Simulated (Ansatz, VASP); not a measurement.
# BP in VASP and in Ansatz

Contents of INCAR:

```
SYSTEM = BP
PREC = Accurate
ENCUT = 520
EDIFF = 1E-6
ISMEAR = 0
SIGMA = 0.05
LREAL = .FALSE.
LASPH = .TRUE.
NELM = 60
ALGO = Normal
ISIF = 2
LWAVE = .FALSE.
LCHARG = .TRUE.
GGA = PE
LELF = .TRUE.
LVHAR = .TRUE.
NBANDS = 11
```

File KPOINTS:

```
regular mesh
0
G
  12 12 12
  0 0 0
```

Contents of POSCAR:

```
BP
1.0
    0.0000000000      2.1739295231      2.2630954852
    2.2630954852      0.0000000000      2.2630954852
    2.2630954852      2.1739295231      0.0000000000
B P
1 1
Direct
    0.0000000000      0.0000000000      0.0000000000
    0.7500000000      0.7500000000      0.7500000000
```

Input for Ansatz:

```yaml
crystal:
  lattice:
    - [0.0, 2.1739295231, 2.2630954852]
    - [2.2630954852, 0.0, 2.2630954852]
    - [2.2630954852, 2.1739295231, 0.0]
  atoms:
    - { symbol: B, position: [0.0, 0.0, 0.0] }
    - { symbol: P, position: [0.75, 0.75, 0.75] }
basis:
  ecutwfc: 520.0
kpoints:
  mp_grid: { grid: [12, 12, 12] }
hamiltonian:
  xc: pbe
scf:
  occupations: { method: gaussian, width: 0.05 }
output:
  forces: true
  stress: true
  eigenvalues: true
  write_density: true
  write_potential: true
  elf: true
  volumetric_format: npy
```

Alike in both runs: task single point; functional PBE; k mesh 12 × 12 × 12; occupations gaussian, width 0.05 eV; no spin polarisation.

```csv
,VASP,Ansatz
version,VASP 6.6.1,Ansatz 0.2.0
potentials or method,"VASP PAW PBE potentials, release 64 (B, P), cutoff 520 eV","scalar-relativistic, plane waves, PAW"
valence electrons in the cell,8,8
```

|  | VASP | Ansatz | Ansatz less VASP |
| --- | --- | --- | --- |
| gap on the k mesh at the Fermi level (eV) | 0.56 | 0.56 | +0.006 |
| least direct gap on the mesh (eV) | 3.08 | 3.08 | +0.005 |
| pressure (GPa) | 9.5 | 9.8 | +0.28 |
| traceless stress, the component that is largest in VASP (GPa) | 7.04 | 7.02 | -0.013 |
